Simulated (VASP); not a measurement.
Here is a VASP 6.6.1 calculation.

Contents of INCAR:

```
SYSTEM = KTaO3
PREC = Accurate
ENCUT = 600
EDIFF = 1E-6
ISMEAR = 0
SIGMA = 0.02
LREAL = .False.
LASPH = .True.
NELM = 120
ALGO = Normal
ISIF = 2
LWAVE = .False.
LCHARG = .False.
GGA = PE
NBANDS = 27
GGA_COMPAT = .False.
```

The input KPOINTS:

```
regular mesh
0
Gamma
  8 8 8
  0 0 0
```

The input POSCAR:

```
KTaO3
1.0
    4.0243719462      0.0000000000      0.0000000000
    0.0000000000      4.0243719462      0.0000000000
    0.0000000000      0.0000000000      4.0243719462
K Ta O
1 1 3
Direct
    0.0000000000      0.0000000000      0.0000000000
    0.5000000000      0.5000000000      0.5000000000
    0.5000000000      0.5000000000      0.0000000000
    0.5000000000      0.0000000000      0.5000000000
    0.0000000000      0.5000000000      0.5000000000
```

Potentials or basis: VASP PAW PBE potentials, release 64 (K_sv, Ta_pv, O).

Command:

```console
$ cat potpaw_PBE.64/K_sv/POTCAR potpaw_PBE.64/Ta_pv/POTCAR potpaw_PBE.64/O/POTCAR > POTCAR
$ mpirun -np 1 vasp_std > vasp.out
```

Task: What does it give for the pressure?

Result: 0.4 GPa.

Task: What does it give for the band gap on the k mesh?

Result: 2.12 eV, indirect (least direct gap 2.75 eV).

Caveat: spin-orbit coupling is left out, which moves the levels of the heavy elements. A hybrid or GW would open this gap; PBE tends to underestimate it.
